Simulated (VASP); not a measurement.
# Ir (Im-3m) in VASP: a series of runs

The runs below take Ir through single point, relaxation of cell and atoms, with r2SCAN.

Everything below comes from runs of VASP 6.6.1. Logs are shortened: lines on timing, memory, paths and dates and some standing lists are left out, and cuts for length are marked.

**1. The cell of the first run**

The structure is cubic, space group Im-3m (No. 229). Conventional cell: a = 3.087 Å, b = 3.087 Å, c = 3.087 Å, α = 90.00°, β = 90.00°, γ = 90.00°. Ir (site symmetry m-3m) has 14 Ir at 2.67 to 3.09 Å within 3.5 Å.

**2. Single point, r2SCAN**

File POSCAR:

```
Ir
1.0
    1.5437250158      1.5437250158      1.5437250158
   -1.5437250158      1.5437250158      1.5437250158
   -1.5437250158     -1.5437250158      1.5437250158
Ir
1
Direct
    0.0000000000      0.0000000000      0.0000000000
```

File INCAR.step1:

```
ALGO = Normal
EDIFF = 1E-4
ENCUT = 520
GGA = PE
ISMEAR = 1
LASPH = T
LCHARG = F
LREAL = F
LWAVE = T
NBANDS = 10
NELM = 100
PREC = Accurate
SIGMA = 0.1
```

File INCAR.step2:

```
ALGO = Normal
EDIFF = 1E-6
ENCUT = 520
ISIF = 2
ISMEAR = 1
ISTART = 1
LASPH = T
LCHARG = F
LMIXTAU = T
LREAL = F
LWAVE = F
METAGGA = R2SCAN
NBANDS = 10
NELM = 100
PREC = Accurate
SIGMA = 0.1
```

File KPOINTS:

```
k-points
0
Gamma
  21 21 21
```

Potentials or basis: VASP PAW PBE potentials, release 64 (Ir).

Run with:

```console
$ cat potpaw_PBE.64/Ir/POTCAR > POTCAR
$ cp INCAR.step1 INCAR
$ mpirun -np 1 vasp_std > vasp.out
$ cp INCAR.step2 INCAR
$ mpirun -np 1 vasp_std > vasp.out
```

OUTCAR:

```text
EDIFF = 1E-6
   ENCUT = 520
   ISIF = 2
   ISMEAR = 1
   ISTART = 1
   LASPH = T
   LREAL = F
   METAGGA = R2SCAN
   NELM = 100
   PREC = Accurate

 ion  position               nearest neighbor table
   1  0.000  0.000  0.000-

  LATTYP: Found a body centered cubic cell.
 ALAT       =     3.0874500316

  Lattice vectors:

 A1 = (   1.5437250158,  -1.5437250158,  -1.5437250158)
 A2 = (   1.5437250158,   1.5437250158,   1.5437250158)
 A3 = (  -1.5437250158,  -1.5437250158,   1.5437250158)

Analysis of symmetry for initial positions (statically):
=====================================================================
 Subroutine PRICEL returns:
 Original cell was already a primitive cell.

 Routine SETGRP: Setting up the symmetry group for a
 body centered cubic supercell.

 Subroutine GETGRP returns: Found 48 space group operations
 (whereof 48 operations were pure point group operations)
 out of a pool of 48 trial point group operations.

The static configuration has the point symmetry O_h .

Analysis of symmetry for dynamics (positions and initial velocities):
=====================================================================
 Subroutine PRICEL returns:
 Original cell was already a primitive cell.

 Routine SETGRP: Setting up the symmetry group for a
 body centered cubic supercell.

 Subroutine GETGRP returns: Found 48 space group operations
 (whereof 48 operations were pure point group operations)
 out of a pool of 48 trial point group operations.

The dynamic configuration has the point symmetry O_h .

 Subroutine INISYM returns: Found 48 space group operations
 (whereof 48 operations are pure point group operations),
 and found     1 'primitive' translations

----------------------------------------------------------------------------------------

                                     Primitive cell

  volume of cell :      14.7153

  direct lattice vectors                    reciprocal lattice vectors
     1.543725016  1.543725016  1.543725016     0.323891882  0.000000000  0.323891882
    -1.543725016  1.543725016  1.543725016    -0.323891882  0.323891882  0.000000000
    -1.543725016 -1.543725016  1.543725016     0.000000000 -0.323891882  0.323891882

  length of vectors
     2.673810160  2.673810160  2.673810160     0.458052292  0.458052292  0.458052292

  position of ions in fractional coordinates (direct lattice)
[... 75 lines left out ...]
   ENCUT  =  520.0 eV  38.22 Ry    6.18 a.u.   4.97  4.97  4.97*2*pi/ulx,y,z
   NELM   =    100;   NELMIN=  2; NELMDL=  0     # of ELM steps
   EDIFF  = 0.1E-05   stopping-criterion for ELM
   LREAL  =      F    real-space projection
   EDIFFG = 0.1E-04   stopping-criterion for IOM
   NSW    =      0    number of steps for IOM
   IBRION =     -1    ionic relax: 0-MD 1-quasi-New 2-CG
   NFREE  =      0    steps in history (QN), initial steepest desc. (CG)
   ISIF   =      2    stress and relaxation
   ISYM   =      2    0-nonsym 1-usesym 2-fastsym
   POTIM  = 0.5000    time-step for ionic-motion
   TEBEG  =    0.0;   TEEND  =   0.0 temperature during run
   PSTRESS=    0.0 pullay stress
   NELECT =       9.0000    total number of electrons
   NUPDOWN=      -1.0000    fix difference up-down
   EMIN   =  10.00;   EMAX   =-10.00  energy-range for DOS
   EFERMI =   0.00;   METHOD = LEGACY
   ISMEAR =     1;   SIGMA  =   0.10  broadening in eV -4-tet -1-fermi 0-gaus
   EFERMI_NEDOS =   21; number of points for ismear=-14 and -15
   IALGO  =     38    algorithm
   IMIX   =      4    mixing-type and parameters
     AMIX     =   0.40;   BMIX     =  1.00
     AMIX_MAG =   1.60;   BMIX_MAG =  1.00
  volume/ion in A,a.u.               =      14.72        99.30
  Fermi-wavevector in a.u.,A,eV,Ry     =   1.389630  2.626019 26.273809  1.931070
  Thomas-Fermi vector in A             =   2.513642
   LORBIT       =      0    0 simple, 1 ext, 2 COOP (PROOUT), +10 PAW based schemes
   METAGGA = R2SCAN    functional components
   LHFCALC =     F    Hartree Fock is set to
   AEXX    =    0.0000 exact exchange contribution
   IVDW    =     0    specifies the selected vdW correction
   LEPSILON=     F    determine dielectric tensor
   LRPA    =     F    only Hartree local field effects (RPA)
 non-spin polarized calculation
 Methfessel and Paxton  Order N= 1 SIGMA  =   0.10
  energy-cutoff  :      520.00
  volume of cell :       14.72
 maximum number of plane-waves:       410
   NGX =  9   NGY =  9   NGZ =  9

 number of electron       9.0000001 magnetization

 Free energy of the ion-electron system (eV)
  ---------------------------------------------------
  ext. energy  EPLUGINS =         0.00000000
  ---------------------------------------------------
  free energy    TOTEN  =       -51.67460977 eV

  energy without entropy =      -51.67126188  energy(sigma->0) =      -51.67349381

 E-fermi :   9.2546     XC(G=0): -15.0356

 val. band max:        9.2531541941   @ k =   0.4286   0.1429   0.0000
 cond. band min:       9.2580009065   @ k =   0.1905  -0.3810   0.1429
 fundamental gap:      0.0048467124
 Fermi energy:         9.2546088146

 k-point     1 :       0.0000    0.0000    0.0000
  band No.  band energies     occupation
      1      -1.5709      2.00000
      2       5.6384      2.00000
      3       5.6384      2.00000
      4       5.6384      2.00000
      5       8.7005      2.00000
      6       8.7005      2.00000
      7      27.1868      0.00000
      8      27.1868      0.00000
      9      27.1868      0.00000
     10      38.2648      0.00000
[... 287 lines left out ...]
 k-point    24 :       0.2857    0.0952    0.0000
  band No.  band energies     occupation
      1       0.9389      2.00000
      2       4.7366      2.00000
      3       5.1904      2.00000
      4       7.9647      2.00000
      5       8.2892      2.00000
      6       8.9904      2.00120
      7      25.9213      0.00000
      8      26.7348      0.00000
      9      30.1628      0.00000
     10      31.3864      0.00000

 [... further k-points ...]
[... 5 lines left out ...]
  --------------------------------------------------------------------------------------
  -------------------------------------------------------------------------------------
  Total        0.2121908      0.2121908      0.2121908      0.0000000     -0.0000000      0.0000000
  in kB       23.1029428     23.1029428     23.1029428      0.0000000     -0.0000000      0.0000000
  external PRESSURE =      23.1029428 kB  Pullay stress =       0.0000000 kB

 VOLUME and BASIS-vectors are now :
 -----------------------------------------------------------------------------
  energy-cutoff  :      520.00
  volume of cell :       14.72
      direct lattice vectors                 reciprocal lattice vectors
     1.543725016  1.543725016  1.543725016     0.323891882  0.000000000  0.323891882
    -1.543725016  1.543725016  1.543725016    -0.323891882  0.323891882  0.000000000
    -1.543725016 -1.543725016  1.543725016     0.000000000 -0.323891882  0.323891882

 POSITION                                       TOTAL-FORCE (eV/Angst)
 -----------------------------------------------------------------------------------
      0.00000      0.00000      0.00000        -0.000000     -0.000000     -0.000000
 -----------------------------------------------------------------------------------
    total drift:                               -0.000000      0.000000      0.000000

  FREE ENERGIE OF THE ION-ELECTRON SYSTEM (eV)
  ---------------------------------------------------
  free  energy   TOTEN  =       -51.6746097744 eV

  energy  without entropy=      -51.6712618766  energy(sigma->0) =      -51.67349381
```

OSZICAR.step1:

```text
N       E                     dE             d eps       ncg     rms          rms(c)
DAV:   1     0.482965068631E+02    0.48297E+02   -0.43457E+03  5768   0.814E+02
DAV:   2    -0.773898783543E+01   -0.56035E+02   -0.53673E+02  5830   0.195E+02
DAV:   3    -0.864848787160E+01   -0.90950E+00   -0.90141E+00  6598   0.303E+01
DAV:   4    -0.865692371107E+01   -0.84358E-02   -0.84333E-02  6530   0.273E+00
DAV:   5    -0.865709412662E+01   -0.17042E-03   -0.17041E-03  6622   0.376E-01    0.146E+01
DAV:   6    -0.827254473519E+01    0.38455E+00   -0.69716E-01  6376   0.100E+01    0.656E+00
DAV:   7    -0.820277570632E+01    0.69769E-01   -0.22888E-01  6606   0.523E+00    0.174E+00
DAV:   8    -0.819962624686E+01    0.31495E-02   -0.10688E-02  6302   0.149E+00    0.112E+00
DAV:   9    -0.819780809399E+01    0.18182E-02   -0.99905E-04  6272   0.459E-01    0.174E-02
DAV:  10    -0.819781425352E+01   -0.61595E-05   -0.39719E-06  3214   0.182E-02
   1 F= -.81978143E+01 E0= -.81966683E+01  d E =-.343780E-02
```

Run time: 88 s. Hardware: 1 thread of Intel Xeon 6975P-C, shared host; peak memory 0.17 GiB.

Results:

```yaml
Free_energy: -51.6746 eV
Pressure: 2.3 GPa
```

Caveat: the PAW data sets were made with another functional, which shifts forces and pressure a little; spin-orbit coupling is left out, which moves the levels of the heavy elements.

**3. Single point, r2SCAN**

POSCAR is that of step 2.

File INCAR.step1:

```
SYSTEM = Ir
  ALGO = Normal
  EDIFF = 1E-4
  ENCUT = 520
  GGA = PE
  ISMEAR = 1
  LASPH = .TRUE.
  LCHARG = .FALSE.
  LREAL = .FALSE.
  LWAVE = .TRUE.
  NBANDS = 10
  NELM = 80
  PREC = Accurate
  SIGMA = 0.1
```

File INCAR.step2:

```
SYSTEM = Ir
  ALGO = Normal
  EDIFF = 1E-6
  ENCUT = 520
  ISIF = 2
  ISMEAR = 1
  ISTART = 1
  LASPH = .TRUE.
  LCHARG = .FALSE.
  LMIXTAU = .TRUE.
  LREAL = .FALSE.
  LWAVE = .FALSE.
  METAGGA = R2SCAN
  NBANDS = 10
  NELM = 80
  PREC = Accurate
  SIGMA = 0.1
```

File KPOINTS:

```
k-points
0
G
  21 21 21
  0 0 0
```

Potentials or basis: VASP PAW PBE potentials, release 64 (Ir).

Run with:

```console
$ cat potpaw_PBE.64/Ir/POTCAR > POTCAR
$ cp INCAR.step1 INCAR
$ mpirun -np 1 vasp_std > vasp.out
$ cp INCAR.step2 INCAR
$ mpirun -np 1 vasp_std > vasp.out
```

It took 86 s on 1 thread of Intel Xeon 6975P-C, shared host; peak memory 0.16 GiB.

Results (log left out):

* Free energy: -51.6746 eV
* Pressure: 2.3 GPa

Levels at points of the mesh, in eV from the Fermi level:
| k point | band 1 | band 2 | band 3 | band 4 | band 5 | band 6 | band 7 | band 8 |
| --- | --- | --- | --- | --- | --- | --- | --- | --- |
| (0.00, 0.00, 0.00) | -10.83 | -3.62 | -3.62 | -3.62 | -0.55 | -0.55 | 17.93 | 17.93 |

Caveat: the PAW data sets were made with another functional, which shifts forces and pressure a little; spin-orbit coupling is left out, which moves the levels of the heavy elements.

[end of part 1 of 2]
